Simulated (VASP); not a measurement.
# Ga (Fd-3m) in VASP: further runs

The runs below take Ga through relaxation of cell and atoms, with PBE.

All numbers are computed with VASP 6.6.1; they aren't measurements. Logs are shortened: lines on timing, memory, paths and dates and some standing lists are left out, and cuts for length are marked.

### Step 1. The cell of the first run

It takes space group Fd-3m (No. 227, cubic). Conventional cell: a = 4.366 Å, b = 4.366 Å, c = 4.366 Å, α = 90.00°, β = 90.00°, γ = 90.00°. Ga (site symmetry -43m) has 4 Ga at 1.89 Å within 2.5 Å.

### Step 2. Relaxation of cell and atoms, PBE, target pressure 160 GPa, at which the enthalpy is minimised

The input, INCAR:

```
PREC = Accurate
ENCUT = 600
EDIFF = 1E-7
ISMEAR = -1
SIGMA = 0.1
LREAL = False
LASPH = True
NELM = 80
ALGO = Normal
ISIF = 3
LWAVE = False
LCHARG = False
GGA = PE
IBRION = 2
NSW = 60
EDIFFG = -0.005
PSTRESS = 1600.0
```

The input, KPOINTS:

```
regular mesh
0
Gamma
  14 14 14
```

The input, POSCAR:

```
Ga
1.0
    0.0000000000      2.1831315707      2.1831315707
    2.1831315707      0.0000000000      2.1831315707
    2.1831315707      2.1831315707      0.0000000000
Ga
2
Direct
   -0.1250000000     -0.1250000000     -0.1250000000
    0.1250000000      0.1250000000      0.1250000000
```

Potentials or basis: VASP PAW PBE potentials, release 64 (Ga_d).

Started as:

```sh
$ cat potpaw_PBE.64/Ga_d/POTCAR > POTCAR
$ mpirun -np 1 vasp_std > vasp.out
```

OUTCAR:

```text
PREC = Accurate
   ENCUT = 600
   EDIFF = 1E-7
   ISMEAR = -1
   LREAL = False
   LASPH = True
   NELM = 80
   ISIF = 3
   GGA = PE
   IBRION = 2
   NSW = 60
   EDIFFG = -0.005
   PSTRESS = 1600.0

 ion  position               nearest neighbor table
   1  0.875  0.875  0.875-   2 1.89   2 1.89   2 1.89   2 1.89
   2  0.125  0.125  0.125-   1 1.89   1 1.89   1 1.89   1 1.89

  LATTYP: Found a face centered cubic cell.
 ALAT       =     4.3662631414

  Lattice vectors:

 A1 = (   0.0000000000,   2.1831315707,   2.1831315707)
 A2 = (   2.1831315707,   0.0000000000,   2.1831315707)
 A3 = (   2.1831315707,   2.1831315707,   0.0000000000)

Analysis of symmetry for initial positions (statically):
=====================================================================
 Subroutine PRICEL returns:
 Original cell was already a primitive cell.

 Routine SETGRP: Setting up the symmetry group for a
 face centered cubic supercell.

 Subroutine GETGRP returns: Found 48 space group operations
 (whereof 12 operations were pure point group operations)
 out of a pool of 48 trial point group operations.

The static configuration has the point symmetry D_3d.
 The point group associated with its full space group is O_h .

Analysis of symmetry for dynamics (positions and initial velocities):
=====================================================================
 Subroutine PRICEL returns:
 Original cell was already a primitive cell.

 Routine SETGRP: Setting up the symmetry group for a
 face centered cubic supercell.

 Subroutine GETGRP returns: Found 48 space group operations
 (whereof 12 operations were pure point group operations)
 out of a pool of 48 trial point group operations.

The dynamic configuration has the point symmetry D_3d.
 The point group associated with its full space group is O_h .

 Subroutine INISYM returns: Found 48 space group operations
 (whereof 12 operations are pure point group operations),
 and found     1 'primitive' translations

----------------------------------------------------------------------------------------

                                     Primitive cell

  volume of cell :      20.8099

  direct lattice vectors                    reciprocal lattice vectors
     0.000000000  2.183131571  2.183131571    -0.229028798  0.229028798  0.229028798
     2.183131571  0.000000000  2.183131571     0.229028798 -0.229028798  0.229028798
     2.183131571  2.183131571  0.000000000     0.229028798  0.229028798 -0.229028798

  length of vectors
     3.087414276  3.087414276  3.087414276     0.396689515  0.396689515  0.396689515

  position of ions in fractional coordinates (direct lattice)
     0.875000000  0.875000000  0.875000000
     0.125000000  0.125000000  0.125000000

  ion indices of the primitive-cell ions
   primitive index   ion index
                 1           1
                 2           2

----------------------------------------------------------------------------------------

 KPOINTS: regular mesh

Automatic generation of k-mesh.
 Grid dimensions read from file:
 generate k-points for:   14   14   14

 Generating k-lattice:

  Cartesian coordinates                     Fractional coordinates (reciprocal lattice)
    -0.016359200  0.016359200  0.016359200     0.071428571  0.000000000  0.000000000
     0.016359200 -0.016359200  0.016359200     0.000000000  0.071428571  0.000000000
     0.016359200  0.016359200 -0.016359200     0.000000000  0.000000000  0.071428571

  Length of vectors
     0.028334965  0.028334965  0.028334965

  Shift w.r.t. Gamma in fractional coordinates (k-lattice)
     0.000000000  0.000000000  0.000000000

 Subroutine IBZKPT returns following result:
 ===========================================

 Found    104 irreducible k-points:

 Following reciprocal coordinates:
            Coordinates               Weight
  0.000000  0.000000  0.000000      1.000000
  0.071429  0.000000  0.000000      8.000000
  0.142857  0.000000  0.000000      8.000000
  0.214286  0.000000  0.000000      8.000000
  0.285714  0.000000  0.000000      8.000000
  0.357143  0.000000  0.000000      8.000000
[... 16 lines left out ...]
  0.214286  0.142857  0.000000     24.000000
  0.285714  0.142857  0.000000     24.000000
 [... further k-points ...]
   k-points           NKPTS =    104   k-points in BZ     NKDIM =    104   number of bands    NBANDS=     17
   number of dos      NEDOS =    301   number of ions     NIONS =      2
   total plane-waves  NPLWV =  21952
   dimension x,y,z NGX =    28 NGY =   28 NGZ =   28
   dimension x,y,z NGXF=    56 NGYF=   56 NGZF=   56
   ions per type =               2
   NGX,Y,Z   is equivalent  to a cutoff of  15.08, 15.08, 15.08 a.u.
   NGXF,Y,Z  is equivalent  to a cutoff of  30.15, 30.15, 30.15 a.u.
 SYSTEM =  unknown system
   PREC   = accura    normal or accurate (medium, high low for compatibility)
   ISTART =      0    job   : 0-new  1-cont  2-samecut
   ICHARG =      2    charge: 1-file 2-atom 10-const
   ISPIN  =      1    spin polarized calculation?
   LNONCOLLINEAR =      F non collinear calculations
   LSORBIT =      F    spin-orbit coupling
   LASPH  =      T    aspherical Exc in radial PAW
   ENCUT  =  600.0 eV  44.10 Ry    6.64 a.u.   6.17  6.17  6.17*2*pi/ulx,y,z
   NELM   =     80;   NELMIN=  2; NELMDL= -5     # of ELM steps
   EDIFF  = 0.1E-06   stopping-criterion for ELM
   LREAL  =      F    real-space projection
   EDIFFG = -.5E-02   stopping-criterion for IOM
   NSW    =     60    number of steps for IOM
   IBRION =      2    ionic relax: 0-MD 1-quasi-New 2-CG
   NFREE  =      1    steps in history (QN), initial steepest desc. (CG)
   ISIF   =      3    stress and relaxation
   ISYM   =      2    0-nonsym 1-usesym 2-fastsym
   POTIM  = 0.5000    time-step for ionic-motion
   TEBEG  =    0.0;   TEEND  =   0.0 temperature during run
   PSTRESS= 1600.0 pullay stress
   NELECT =      26.0000    total number of electrons
   NUPDOWN=      -1.0000    fix difference up-down
   EMIN   =  10.00;   EMAX   =-10.00  energy-range for DOS
   EFERMI =   0.00;   METHOD = LEGACY
   ISMEAR =    -1;   SIGMA  =   0.10  broadening in eV -4-tet -1-fermi 0-gaus
   EFERMI_NEDOS =   21; number of points for ismear=-14 and -15
   IALGO  =     38    algorithm
   IMIX   =      4    mixing-type and parameters
     AMIX     =   0.40;   BMIX     =  1.00
     AMIX_MAG =   1.60;   BMIX_MAG =  1.00
  volume/ion in A,a.u.               =      10.40        70.22
  Fermi-wavevector in a.u.,A,eV,Ry     =   1.763232  3.332025 42.300320  3.108986
  Thomas-Fermi vector in A             =   2.831448
   LORBIT       =      0    0 simple, 1 ext, 2 COOP (PROOUT), +10 PAW based schemes
   GGA     = PE    functional components
   LHFCALC =     F    Hartree Fock is set to
   AEXX    =    0.0000 exact exchange contribution
   IVDW    =     0    specifies the selected vdW correction
   LEPSILON=     F    determine dielectric tensor
   LRPA    =     F    only Hartree local field effects (RPA)
 conjugate gradient relaxation of ions
 non-spin polarized calculation
  energy-cutoff  :      600.00
  volume of cell :       20.81
 maximum number of plane-waves:       725
 NGX is ok and might be reduce to    28
   NGX = 13   NGY = 13   NGZ = 13

--------------------------------------- Ionic step        1  -------------------------------------------

 number of electron      25.9999997 magnetization

 Free energy of the ion-electron system (eV)
  ---------------------------------------------------
  ext. energy  EPLUGINS =         0.00000000
  ---------------------------------------------------
  free energy    TOTEN  =         5.36262956 eV

  energy without entropy =        5.38099447  energy(sigma->0) =        5.37181201

 E-fermi :  12.1140     XC(G=0): -14.0952

 val. band max:       12.1064781078   @ k =   0.2857   0.2857   0.0000
 cond. band min:      12.1660699718   @ k =  -0.3571   0.2857   0.0714
 fundamental gap:      0.0595918640
 Fermi energy:        12.1139967218

 k-point     1 :       0.0000    0.0000    0.0000
  band No.  band energies     occupation
      1      -5.7306      2.00000
      2      -5.7306      2.00000
      3      -5.7306      2.00000
      4      -5.6859      2.00000
      5      -5.6859      2.00000
      6      -4.2843      2.00000
[... 9 lines left out ...]
     16      20.2108      0.00000
     17      20.2108      0.00000
[... 1092 lines left out ...]
  FREE ENERGIE OF THE ION-ELECTRON SYSTEM (eV)
  ---------------------------------------------------
  free  energy   TOTEN  =         1.2025490742 eV

  energy  without entropy=        1.2234078459  energy(sigma->0) =        1.21297846

  enthalpy is  TOTEN    =        25.2412794966 eV   P V=       24.0387304224

--------------------------------------- Ionic step        5  -------------------------------------------

 number of electron      25.9999995 magnetization

 Free energy of the ion-electron system (eV)
  ---------------------------------------------------
  ext. energy  EPLUGINS =         0.00000000
  ---------------------------------------------------
  free energy    TOTEN  =         1.36126744 eV

  energy without entropy =        1.38196328  energy(sigma->0) =        1.37161536

 E-fermi :   9.9460     XC(G=0): -13.2219

 val. band max:        9.9163322412   @ k =   0.4286   0.2857   0.0714
 cond. band min:       9.9824394307   @ k =  -0.4286   0.1429   0.0000
 fundamental gap:      0.0661071895
 Fermi energy:         9.9460327326

 k-point     1 :       0.0000    0.0000    0.0000
  band No.  band energies     occupation
      1      -6.9625      2.00000
      2      -6.9625      2.00000
      3      -6.9625      2.00000
      4      -6.8882      2.00000
      5      -6.8882      2.00000
      6      -5.5476      2.00000
[... 9 lines left out ...]
     16      17.4205      0.00000
     17      17.4205      0.00000
[... 482 lines left out ...]
 POSITION                                       TOTAL-FORCE (eV/Angst)
 -----------------------------------------------------------------------------------
      4.00152      4.00152      4.00152         0.000000      0.000000      0.000000
      0.57165      0.57165      0.57165        -0.000000     -0.000000     -0.000000
 -----------------------------------------------------------------------------------
    total drift:                                0.000000     -0.000000     -0.000000

  FREE ENERGIE OF THE ION-ELECTRON SYSTEM (eV)
  ---------------------------------------------------
  free  energy   TOTEN  =         1.3612674384 eV

  energy  without entropy=        1.3819632777  energy(sigma->0) =        1.37161536

  enthalpy is  TOTEN    =        25.2393186433 eV   P V=       23.8780512049

 reached required accuracy - stopping structural energy minimisation
```

Wall time 2.6 min (1 thread of AMD EPYC 9R45 (Zen 5), shared host); peak memory 0.16 GiB.

What came out:

```
Free energy                                            : 1.3613 eV
Relaxed volume                                         : 11.96 Å³/atom
Relaxed cell                                           : a = 3.234 Å, b = 3.234 Å, c = 3.234 Å, α = 60.00°, β = 60.00°, γ = 60.00°
Space group after relaxing (to 0.05 Å)                 : Fd-3m (No. 227)
Energy change on relaxing (the enthalpy is what falls) : -2000.7 meV/atom
Ionic steps                                            : 5
Pressure after relaxing                                : 160.1 GPa
Band gap on the k mesh                                 : zero (band 13 reaches 15.97 eV, above the bottom of band 14 at 6.26 eV)
```

Step by step:
```csv
step,energy change (eV),largest force (eV/Å),pressure (GPa),volume (Å³)
1,0.0000,0.0000,263.10,20.81
2,-10.5740,0.0000,2.14,48.19
3,-5.3857,0.0000,126.24,25.47
4,-4.1601,0.0000,156.09,24.07
5,-4.0014,0.0000,160.05,23.91
```

Final structure:
```
Ga
1.0
     0.00000    2.28658    2.28658
     2.28658    0.00000    2.28658
     2.28658    2.28658    0.00000
Ga
2
Direct
  0.87500 0.87500 0.87500
  0.12500 0.12500 0.12500
```

Levels at points of the mesh, in eV from the Fermi level:
```
           k point  band 9  band 10  band 11  band 12  band 13  band 14  band 15  band 16  band 17
(0.00, 0.00, 0.00)  -15.01   -15.01   -14.87     6.02     6.02     6.02     7.47     7.47     7.47
(0.50, 0.00, 0.00)  -15.03   -15.03    -9.51    -8.24     2.69     2.69     8.20     8.20     8.88
(0.50, 0.50, 0.00)  -14.93   -14.93    -7.27    -7.27    -1.44    -1.44     3.97     3.97    21.39
```

Caveat: the cell is relaxed towards a set pressure, so the enthalpy falls and the energy may rise.

### Step 3. Relaxation of cell and atoms, PBE, target pressure 160 GPa, at which the enthalpy is minimised

This run uses another cell than the first one, of 11.87 Å³/atom, 1.140 times its volume.

The input, INCAR:

```
  PREC = Accurate
  ENCUT = 600
  EDIFF = 1E-6
  ISMEAR = -1
  SIGMA = 0.1
  LREAL = False
  LASPH = True
  NELM = 80
  ALGO = Normal
  ISIF = 3
  LWAVE = False
  LCHARG = False
  GGA = PE
  IBRION = 2
  NSW = 32
  EDIFFG = -0.005
  PSTRESS = 1600.0
```

The input, KPOINTS:

```
Automatic mesh
0
Gamma
  14 14 14
```

The input, POSCAR:

```
Ga
1.0
    0.0000000000      2.2808209078      2.2808209078
    2.2808209078      0.0000000000      2.2808209078
    2.2808209078      2.2808209078      0.0000000000
Ga
2
Direct
   -0.1250000000     -0.1250000000     -0.1250000000
    0.1250000000      0.1250000000      0.1250000000
```

Potentials or basis: VASP PAW PBE potentials, release 64 (Ga_d).

Started as:

```sh
$ cat potpaw_PBE.64/Ga_d/POTCAR > POTCAR
$ mpirun -np 1 vasp_std > vasp.out
```

Wall time 76 s (1 thread of AMD EPYC 9R45 (Zen 5), shared host); peak memory 0.16 GiB.

Results (log left out):

- Free energy: 1.3571 eV
- Relaxed volume: 11.96 Å³/atom
- Relaxed cell: a = 3.234 Å, b = 3.234 Å, c = 3.234 Å, α = 60.00°, β = 60.00°, γ = 60.00°
- Space group after relaxing (to 0.05 Å): Fd-3m (No. 227)
- Energy change on relaxing (the enthalpy is what falls): -92.7 meV/atom
- Ionic steps: 3
- Pressure after relaxing: 159.9 GPa
- Band gap on the k mesh: zero (band 13 reaches 15.97 eV, above the bottom of band 14 at 6.26 eV)

Step by step:
| step | energy change (eV) | largest force (eV/Å) | pressure (GPa) | volume (Å³) |
| --- | --- | --- | --- | --- |
| 1 | 0.0000 | 0.0000 | 164.56 | 23.73 |
| 2 | -1.1077 | 0.0000 | 137.31 | 24.91 |
| 3 | -0.1854 | 0.0000 | 159.94 | 23.91 |

Final structure:
```xyz
2
Lattice="0.0000 2.2867 2.2867 2.2867 0.0000 2.2867 2.2867 2.2867 0.0000" Properties=species:S:1:pos:R:3 pbc="T T T"
Ga    4.0017    4.0017    4.0017
Ga    0.5717    0.5717    0.5717
```

Levels at points of the mesh, in eV from the Fermi level:
```csv
k point,band 9,band 10,band 11,band 12,band 13,band 14,band 15,band 16,band 17
"(0.00, 0.00, 0.00)",-15.01,-15.01,-14.86,6.02,6.02,6.02,7.47,7.47,7.47
"(0.50, 0.00, 0.00)",-15.03,-15.03,-9.51,-8.24,2.69,2.69,8.20,8.20,8.88
"(0.50, 0.50, 0.00)",-14.93,-14.93,-7.27,-7.27,-1.44,-1.44,3.97,3.97,21.39
```

Caveat: the cell is relaxed towards a set pressure, so the enthalpy falls and the energy may rise.
